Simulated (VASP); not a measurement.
Set up this calculation in VASP 6.6.1, as the native input.

* Task: single point
* Functional: PBE
* Potentials or basis: VASP PAW PBE potentials, release 64 (Si, Ni)
* Cutoff: 600 eV
* k mesh: 1 × 1 × 1
* Occupations: methfessel-paxton, width 0.1 eV
* Spin: no spin polarisation
* Dipole correction: no
* Further INCAR settings: LREAL = Auto; ALGO = Normal; EDIFF = 1e-06; NBANDS = 134

The structure of SiNi lies in POSCAR:

```
SiNi
1.0
   -5.1384092163      3.3970616627      5.5985036033
    5.1384092163     -3.3970616627      5.5985036033
    5.1384092163      3.3970616627     -5.5985036033
Si Ni
16 16
Direct
    0.1679189616      0.2033717950      0.7854528334
    0.1679189616      0.7033717950      0.2854528334
    0.6679189616      0.2033717950      0.2854528334
    0.6679189616      0.7033717950      0.7854528334
    0.3320810384      0.2966282050      0.2145471666
    0.3320810384      0.7966282050      0.7145471666
    0.8320810384      0.2966282050      0.7145471666
    0.8320810384      0.7966282050      0.2145471666
    0.3320810384      0.1175338718      0.5354528334
    0.3320810384      0.6175338718      0.0354528334
    0.8320810384      0.1175338718      0.0354528334
    0.8320810384      0.6175338718      0.5354528334
    0.1679189616      0.3824661282      0.4645471666
    0.1679189616      0.8824661282      0.9645471666
    0.6679189616      0.3824661282      0.9645471666
    0.6679189616      0.8824661282      0.4645471666
    0.4692867019      0.0984900742      0.8792033723
    0.4692867019      0.5984900742      0.3792033723
    0.9692867019      0.0984900742      0.3792033723
    0.9692867019      0.5984900742      0.8792033723
    0.0307132981      0.4015099258      0.1207966277
    0.0307132981      0.9015099258      0.6207966277
    0.5307132981      0.4015099258      0.6207966277
    0.5307132981      0.9015099258      0.1207966277
    0.0307132981      0.4099166704      0.6292033723
    0.0307132981      0.9099166704      0.1292033723
    0.5307132981      0.4099166704      0.1292033723
    0.5307132981      0.9099166704      0.6292033723
    0.4692867019      0.0900833296      0.3707966277
    0.4692867019      0.5900833296      0.8707966277
    0.9692867019      0.0900833296      0.8707966277
    0.9692867019      0.5900833296      0.3707966277
```

One way to write it, as run:

INCAR

```
SYSTEM = SiNi
PREC = Accurate
ENCUT = 600
EDIFF = 1E-6
ISMEAR = 1
SIGMA = 0.1
LREAL = Auto
LASPH = .True.
NELM = 120
ALGO = Normal
ISIF = 2
LWAVE = .False.
LCHARG = .False.
GGA = PE
NBANDS = 134
GGA_COMPAT = .False.
```

KPOINTS

```
Automatic mesh
0
Gamma
  1 1 1
  0 0 0
```

Potentials or basis: VASP PAW PBE potentials, release 64 (Si, Ni).

Launch:

```sh
$ cat potpaw_PBE.64/Si/POTCAR potpaw_PBE.64/Ni/POTCAR > POTCAR
$ mpirun -np 1 vasp_gam > vasp.out
```

Results of the run:

The pressure is -1.4 GPa and the largest force is 0.403 eV/Å.

Caveat: the k points lie up to 1.08 Å⁻¹ apart.

Wall time 100 s on 1 thread of Intel(R) Xeon(R) Platinum 8481C CPU @ 2.70GHz (Sapphire Rapids) (shared host), peak memory 0.66 GiB.
